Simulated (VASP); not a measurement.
# W (Im-3m) in VASP: notebook, part 2 of 2

VASP 6.6.1. Earlier steps stand in the parts before.

## 3. Single point, PBE

This run uses another cell than the first one, of 15.85 Å³/atom, 0.943 times its volume.

INCAR reads:

```
PREC = Accurate ; ENCUT = 520
EDIFF = 1E-6 ; ISMEAR = 0
SIGMA = 0.015 ; LREAL = F
LASPH = T ; NELM = 80
ALGO = Normal ; ISIF = 2
LWAVE = F ; LCHARG = F
GGA = PE ; NBANDS = 13
```

KPOINTS reads:

```
regular mesh
0
Gamma
  12 12 12
```

POSCAR reads:

```
W
1.0
   -1.5823450000      1.5823450000      1.5823450000
    1.5823450000     -1.5823450000      1.5823450000
    1.5823450000      1.5823450000     -1.5823450000
W
1
Direct
    0.0000000000      0.0000000000      0.0000000000
```

Potentials or basis: VASP PAW PBE potentials, release 64 (W_sv).

Command:

```bash
$ cat potpaw_PBE.64/W_sv/POTCAR > POTCAR
$ mpirun -np 1 vasp_std > vasp.out
```

OUTCAR:

```text
PREC = Accurate
   ENCUT = 520
   EDIFF = 1E-6
   ISMEAR = 0
   LREAL = F
   LASPH = T
   NELM = 80
   ISIF = 2
   GGA = PE

 ion  position               nearest neighbor table
   1  0.000  0.000  0.000-

  LATTYP: Found a body centered cubic cell.
 ALAT       =     3.1646900000

  Lattice vectors:

 A1 = (  -1.5823450000,   1.5823450000,   1.5823450000)
 A2 = (   1.5823450000,  -1.5823450000,   1.5823450000)
 A3 = (   1.5823450000,   1.5823450000,  -1.5823450000)

Analysis of symmetry for initial positions (statically):
=====================================================================
 Subroutine PRICEL returns:
 Original cell was already a primitive cell.

 Routine SETGRP: Setting up the symmetry group for a
 body centered cubic supercell.

 Subroutine GETGRP returns: Found 48 space group operations
 (whereof 48 operations were pure point group operations)
 out of a pool of 48 trial point group operations.

The static configuration has the point symmetry O_h .

Analysis of symmetry for dynamics (positions and initial velocities):
=====================================================================
[... 160 lines left out ...]
 fundamental gap:      0.0491193670
 Fermi energy:        11.3255847216

 k-point     1 :       0.0000    0.0000    0.0000
  band No.  band energies     occupation
      1     -62.7519      2.00000
      2     -26.3118      2.00000
      3     -26.3118      2.00000
      4     -26.3118      2.00000
      5       1.8094      2.00000
      6      10.2110      2.00000
      7      10.2110      2.00000
      8      10.2110      2.00000
      9      13.7033      0.00000
     10      13.7033      0.00000
     11      25.9664      0.00000
     12      25.9664      0.00000
     13      25.9664      0.00000
[... 354 lines left out ...]
  band No.  band energies     occupation
      1     -62.6153      2.00000
      2     -27.5148      2.00000
      3     -26.7899      2.00000
      4     -26.4056      2.00000
      5       5.8321      2.00000
      6       7.8315      2.00000
      7      11.1704      2.00000
      8      13.8442      0.00000
      9      14.6158      0.00000
     10      18.8677      0.00000
     11      21.3775      0.00000
     12      23.6599      0.00000
     13      27.4849      0.00000

 [... further k-points ...]
[... 5 lines left out ...]
  --------------------------------------------------------------------------------------
  -------------------------------------------------------------------------------------
  Total        0.6610279      0.6610279      0.6610279      0.0000000     -0.0000000      0.0000000
  in kB       66.8292896     66.8292896     66.8292896      0.0000000     -0.0000000      0.0000000
  external PRESSURE =      66.8292896 kB  Pullay stress =       0.0000000 kB

 VOLUME and BASIS-vectors are now :
 -----------------------------------------------------------------------------
  energy-cutoff  :      520.00
  volume of cell :       15.85
      direct lattice vectors                 reciprocal lattice vectors
    -1.582345000  1.582345000  1.582345000     0.000000000  0.315986716  0.315986716
     1.582345000 -1.582345000  1.582345000     0.315986716  0.000000000  0.315986716
     1.582345000  1.582345000 -1.582345000     0.315986716  0.315986716  0.000000000

 POSITION                                       TOTAL-FORCE (eV/Angst)
 -----------------------------------------------------------------------------------
      0.00000      0.00000      0.00000        -0.000000     -0.000000     -0.000000
 -----------------------------------------------------------------------------------
    total drift:                                0.000000     -0.000000      0.000000

  FREE ENERGIE OF THE ION-ELECTRON SYSTEM (eV)
  ---------------------------------------------------
  free  energy   TOTEN  =       -12.9477115542 eV

  energy  without entropy=      -12.9474972789  energy(sigma->0) =      -12.94760442
```

OSZICAR:

```text
N       E                     dE             d eps       ncg     rms          rms(c)
DAV:   1     0.864133950223E+02    0.86413E+02   -0.76737E+03  1877   0.125E+03
DAV:   2    -0.118685019326E+02   -0.98282E+02   -0.94040E+02  2092   0.319E+02
DAV:   3    -0.135630721991E+02   -0.16946E+01   -0.16882E+01  2052   0.404E+01
DAV:   4    -0.135700167519E+02   -0.69446E-02   -0.69445E-02  2062   0.282E+00
DAV:   5    -0.135700718223E+02   -0.55070E-04   -0.55070E-04  2087   0.242E-01    0.209E+01
DAV:   6    -0.130836938374E+02    0.48638E+00   -0.40404E-01  1952   0.854E+00    0.842E+00
DAV:   7    -0.129520760604E+02    0.13162E+00   -0.21855E-01  2062   0.598E+00    0.670E-01
DAV:   8    -0.129476837397E+02    0.43923E-02   -0.40827E-03  1902   0.819E-01    0.871E-02
DAV:   9    -0.129477158385E+02   -0.32099E-04   -0.54521E-05  2157   0.882E-02    0.444E-02
DAV:  10    -0.129477105650E+02    0.52735E-05   -0.64309E-06  1957   0.340E-02    0.173E-02
DAV:  11    -0.129477116132E+02   -0.10482E-05   -0.35746E-07  1166   0.643E-03    0.706E-04
DAV:  12    -0.129477115542E+02    0.58991E-07   -0.22969E-08   966   0.195E-03
   1 F= -.12947712E+02 E0= -.12947604E+02  d E =-.214275E-03
```

stdout:

```text
POSCAR found type information on POSCAR W
 POSCAR found :  1 types and       1 ions
 scaLAPACK will be used
 LDA part: xc-table for (Slater+PW92), standard interpolation
 POSCAR, INCAR and KPOINTS ok, starting setup
 FFT: planning ... GRIDC
 FFT: planning ... GRID_SOFT
 FFT: planning ... GRID
 WAVECAR not read
 entering main loop
```

It took 7.7 s on 1 thread of Intel Xeon 6975P-C, shared host; peak memory 0.13 GiB.

Results:

```
Free energy            : -12.9477 eV
Pressure               : 6.7 GPa
Band gap on the k mesh : zero (band 7 reaches 16.61 eV, above the bottom of band 8 at 10.21 eV)
```

Caveat: spin-orbit coupling is left out, which moves the levels of the heavy elements.

## 4. Single point, PBE

This run uses another cell than the first one, of 15.85 Å³/atom, 0.943 times its volume.

INCAR reads:

```
SYSTEM = W
PREC     = Accurate       ! precision mode
ENCUT    = 520            ! plane-wave cutoff, eV
EDIFF    = 1E-7           ! SCF threshold, eV
ISMEAR   = 0              ! smearing method
SIGMA    = 0.022          ! smearing width, eV
LREAL    = .FALSE.        ! projectors in reciprocal space
LASPH    = .TRUE.         ! aspherical terms in the spheres
NELM     = 80             ! most SCF steps
ALGO     = Normal         ! electronic algorithm
ISIF     = 2              ! what is computed and relaxed
LWAVE    = .FALSE.        ! write WAVECAR
LCHARG   = .FALSE.        ! write CHGCAR
GGA      = PE             ! functional
NBANDS   = 13             ! bands
```

KPOINTS reads:

```
Automatic mesh
0
G
  12 12 12
  0 0 0
```

POSCAR is that of step 3.

Command:

```bash
$ cat potpaw_PBE.64/W_sv/POTCAR > POTCAR
$ mpirun -np 1 vasp_std > vasp.out
```

Wall time 9.2 s (1 thread of Intel Xeon 6975P-C, shared host); peak memory 0.13 GiB.

It converged, with:

| Property | Result |
| --- | --- |
| Free energy | -12.9478 eV |
| Pressure | 6.7 GPa |
| Band gap on the k mesh | zero (band 7 reaches 16.61 eV, above the bottom of band 8 at 10.21 eV) |

Levels at points of the mesh, in eV from the Fermi level:
```tsv
k point	band 3	band 4	band 5	band 6	band 7	band 8	band 9	band 10	band 11	band 12
(0.00, 0.00, 0.00)	-37.64	-37.64	-9.52	-1.12	-1.12	-1.12	2.37	2.37	14.64	14.64
(0.50, 0.00, 0.00)	-38.06	-37.65	-6.16	-3.46	0.80	2.27	3.25	6.26	11.20	11.61
(0.50, 0.50, 0.50)	-38.54	-38.54	-5.72	-5.72	5.28	5.28	5.28	8.36	8.36	8.36
```

Caveat: spin-orbit coupling is left out, which moves the levels of the heavy elements.

## 5. Overview

| level | potentials or basis | spin | cell | smearing | gap on the mesh (eV) | pressure (GPa) |
| --- | --- | --- | --- | --- | --- | --- |
| LDA | VASP PAW LDA potentials, release 64 (W_sv) | non-collinear, zero start, SOC | a = 2.794 Å, angles 109.5°, 1 atom | fermi-dirac 0.05 eV | - | -21.5 |
| PBE | VASP PAW PBE potentials, release 64 (W_sv) | off | a = 2.741 Å, angles 109.5°, 1 atom | gaussian 0.015 eV | none | 6.7 |
| PBE | VASP PAW PBE potentials, release 64 (W_sv) | off | a = 2.741 Å, angles 109.5°, 1 atom | gaussian 0.022 eV | none | 6.7 |

Alike in all rows: task single point; k mesh 12 × 12 × 12; cutoff (eV) 520.

Caveats: spin-orbit coupling is left out, which moves the levels of the heavy elements (some runs).

Total energies depend on the potentials used, so only differences within one code and one set of settings carry meaning.
